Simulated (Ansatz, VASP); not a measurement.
SiC in VASP and in Ansatz

The input INCAR:

```
PREC = Accurate
ENCUT = 520
EDIFF = 1E-7
ISMEAR = 0
SIGMA = 0.05
LREAL = F
LASPH = T
NELM = 80
ALGO = Normal
ISIF = 2
LWAVE = F
LCHARG = F
GGA = PS
NBANDS = 11
```

Contents of KPOINTS:

```
Automatic mesh
0
Gamma
  10 10 10
```

File POSCAR:

```
SiC
1.0
    0.0000000000      2.2328493244      2.2328493244
    2.2328493244      0.0000000000      2.2328493244
    2.2328493244      2.2328493244      0.0000000000
Si C
1 1
Direct
    0.0035337978     -0.0035337978      0.0035337978
    0.7417370152      0.7582629848      0.7417370152
```

Input for Ansatz:

```yaml
crystal:
  lattice:
    - [0.0, 2.2328493244, 2.2328493244]
    - [2.2328493244, 0.0, 2.2328493244]
    - [2.2328493244, 2.2328493244, 0.0]
  atoms:
    - { symbol: Si, position: [0.0035337978, -0.0035337978, 0.0035337978] }
    - { symbol: C, position: [0.7417370152, 0.7582629848, 0.7417370152] }
basis:
  ecutwfc: 520.0
kpoints:
  mp_grid: { grid: [10, 10, 10] }
hamiltonian:
  xc: pbesol
scf:
  occupations: { method: gaussian, width: 0.05 }
output:
  forces: true
  stress: true
  eigenvalues: true
  write_density: true
  write_potential: true
  elf: true
  volumetric_format: npy
```

Change from the starting cell: mode 6 frozen in at -0.036 Å, equal normal strain along x, y and z +0.0250.

Alike in both runs: task single point; functional PBEsol; k mesh 10 × 10 × 10; occupations gaussian, width 0.05 eV; no spin polarisation.

|  | VASP | Ansatz |
| --- | --- | --- |
| version | VASP 6.6.1 | Ansatz 0.2.0 |
| potentials or method | VASP PAW PBE potentials, release 64 (Si, C), cutoff 520 eV | scalar-relativistic, plane waves, PAW |
| valence electrons in the cell | 8 | 8 |

Ansatz gave:

* gap on the k mesh at the Fermi level (eV): 1.06
* least direct gap on the mesh (eV): 4.24
* pressure (GPa): -13.9
* traceless stress, the component that is largest in VASP (GPa): -1.83
* rms of the force components (eV/Å): 0.491

What did VASP give for the same quantities?

gap on the k mesh at the Fermi level (eV): 1.05; least direct gap on the mesh (eV): 4.24; pressure (GPa): -13.6; traceless stress, the component that is largest in VASP (GPa): -1.87; rms of the force components (eV/Å): 0.492.

VASP's potentials were made for PBE, not for PBEsol. Atom by atom the forces differ by 0.002 eV/Å (rms over components). The functional is the same, so the differences come from potentials, cutoffs and numerics.
